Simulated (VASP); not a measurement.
Wanted: the native input for a VASP 6.6.1 run.

| Quantity | Value |
| --- | --- |
| Task | single point |
| Functional | PBEsol |
| Potentials or basis | VASP PAW PBE potentials, release 64 (V_sv) |
| Cutoff | 520 eV |
| k mesh | 11 × 11 × 1 |
| Occupations | fermi-dirac, width 0.05 eV |
| Spin | collinear spin, ferromagnetic start |
| Starting moments | [2.0] μB |
| Dipole correction | yes |
| Further INCAR settings | ALGO = Normal; EDIFF = 1e-06; NBANDS = 16 |

The structure of V lies in POSCAR:

```
V
1.0
    2.2955200000      0.0000000000      0.0000000000
    0.0000000000      2.2955200000      0.0000000000
    0.0000000000      0.0000000000     23.8000000000
V
1
Direct
    0.5000000000      0.5000000000      0.2941200000
```

These files were run (other wordings do the same):

INCAR

```
PREC = Accurate
ENCUT = 520
EDIFF = 1E-6
ISMEAR = -1
SIGMA = 0.05
LREAL = F
LASPH = T
NELM = 150
ALGO = Normal
ISIF = 2
LWAVE = F
LCHARG = F
ISPIN = 2
MAGMOM = 2
LORBIT = 11
LMAXMIX = 4
LDIPOL = T
IDIPOL = 3
DIPOL = 0.5 0.5 0.294
GGA = PS
NBANDS = 16
```

KPOINTS

```
regular mesh
0
Gamma
  11 11 1
```

Potentials or basis: VASP PAW PBE potentials, release 64 (V_sv).

Command:

```sh
$ cat potpaw_PBE.64/V_sv/POTCAR > POTCAR
$ mpirun -np 1 vasp_std > vasp.out
```

Results of the run:

| Quantity | Value |
| --- | --- |
| Net moment | 0.00 μB per cell |
| Valence electrons inside the program's atomic spheres | V 11.78 |

Run time: 2.7 min on 1 thread of Intel(R) Xeon(R) 6975P-C (Granite Rapids), with other jobs on the host, peak memory 0.31 GiB.
